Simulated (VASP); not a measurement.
Input of a VASP 6.6.1 run:

INCAR

```
PREC = Accurate
ENCUT = 600
EDIFF = 1E-6
ISMEAR = -1
SIGMA = 0.05
LREAL = F
LASPH = T
NELM = 100
ALGO = Normal
ISIF = 3
LWAVE = F
LCHARG = F
GGA = PE
IBRION = 2
NSW = 32
EDIFFG = -0.005
```

KPOINTS

```
Automatic mesh
0
Gamma
  11 11 11
```

Contents of POSCAR:

```
Al2Pt
1.0
    0.0000000000      2.9735292329      2.9735292329
    2.9735292329      0.0000000000      2.9735292329
    2.9735292329      2.9735292329      0.0000000000
Al Pt
2 1
Direct
    0.2500000000      0.2500000000      0.2500000000
    0.7500000000      0.7500000000      0.7500000000
    0.0000000000      0.0000000000      0.0000000000
```

Potentials or basis: VASP PAW PBE potentials, release 64 (Al, Pt).

Run with:

```bash
$ cat potpaw_PBE.64/Al/POTCAR potpaw_PBE.64/Pt/POTCAR > POTCAR
$ mpirun -np 1 vasp_std > vasp.out
```

Question: Estimate the relaxed volume.

Answer: 17.51 Å³/atom.

Question: Predict the space group after relaxing (to 0.1 Å).

Answer: Fm-3m (No. 225).

Final structure:
```
Al Pt
1.0
     0.00000    2.97228    2.97228
     2.97228    0.00000    2.97228
     2.97228    2.97228    0.00000
Al Pt
2 1
Direct
  0.25000 0.25000 0.25000
  0.75000 0.75000 0.75000
  0.00000 0.00000 0.00000
```
